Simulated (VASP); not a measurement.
## Ir: single point with LDA

The system is Ir.

```
Ir
1.0
     0.00000    1.98804    1.70356
     1.98804    0.00000    1.70356
     1.98804    1.98804    0.00000
Ir
1
Cartesian
  0.0000 0.0000 0.0000
```

```
Program             : VASP 6.6.1
Task                : single point
Functional          : LDA
Potentials or basis : VASP PAW LDA potentials, release 64 (Ir)
Cutoff              : 520 eV
k mesh              : 22 × 22 × 22
Occupations         : gaussian, width 0.15 eV
Spin                : no spin polarisation
```

```yaml
Pressure: 19.8 GPa
Band_gap_on_the_k_mesh: zero (an odd number of electrons rules out a gap without spin polarisation)
```

Stress tensor (GPa, compression positive):
```
 2.48  0.00  0.00
 0.00  2.48  0.00
 0.00  0.00 54.53
```

Levels at points of the mesh, in eV from the Fermi level:
```csv
k point,band 2,band 3,band 4,band 5,band 6,band 7
"(0.00, 0.00, 0.00)",-4.55,-4.55,-2.68,-2.64,-0.20,14.77
"(0.50, 0.00, 0.00)",-5.31,-2.88,-0.67,0.36,1.76,8.11
"(0.50, 0.50, 0.00)",-8.01,1.07,1.75,1.75,4.33,10.19
"(0.50, 0.00, 0.50)",-7.50,0.67,0.67,0.77,2.40,10.03
```

Wall time 35 s on 1 thread of Intel(R) Xeon(R) 6975P-C (Granite Rapids), on a shared host, peak memory 0.23 GiB.

Caveat: the stress differs along the axes, from 2 to 55 GPa; spin-orbit coupling is left out, which moves the levels of the heavy elements.
